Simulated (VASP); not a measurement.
TePtSe3, 5 atoms in the cell. The structure is tetragonal, space group P4mm (No. 99). Conventional cell: a = 5.517 Å, b = 5.517 Å, c = 4.489 Å, α = 90.00°, β = 90.00°, γ = 90.00°. Te (site symmetry 4mm) has 1 Se at 1.88 Å within 2.5 Å. Pt (site symmetry 4mm) has 4 Se at 2.83 Å within 3.7 Å. Se (site symmetry 4mm) has 1 Te at 1.88 Å within 2.5 Å. Within 3.7 Å of Se (site symmetry 2mm) lie 2 Pt at 2.83 Å and 2 Te at 2.97 Å and 2 Se at 3.15 Å. The cell was built from a structure type or drawn by symmetry, and may not be a known phase.

| Item | Value |
| --- | --- |
| Program | VASP 6.6.1 |
| Task | relaxation of cell and atoms |
| Functional | PBE |
| Potentials or basis | VASP PAW PBE potentials, release 64 (Te, Pt, Se) |
| Cutoff | 600 eV |
| k mesh | 4 × 4 × 4 |
| Occupations | gaussian, width 0.1 eV |
| Spin | no spin polarisation |
| Dipole correction | no |
| Further INCAR settings | ALGO = Normal; EDIFF = 1e-07; IBRION = 2; EDIFFG = -0.04; NSW = 90; ISIF = 3 |

Potentials or basis: VASP PAW PBE potentials, release 64 (Te, Pt, Se).

The run is started by

```bash
$ cat potpaw_PBE.64/Te/POTCAR potpaw_PBE.64/Pt/POTCAR potpaw_PBE.64/Se/POTCAR > POTCAR
$ mpirun -np 1 vasp_std > vasp.out
```

Hardware: 1 thread of AMD EPYC 7R13 Processor (Zen 3), on a shared host.

Task: How long does it take, and how much memory?

Result: Run time: 39 min on 1 thread of AMD EPYC 7R13 Processor (Zen 3) (shared host), peak memory 0.32 GiB. Counts: scf iterations 595, k points 18, ion steps 64.
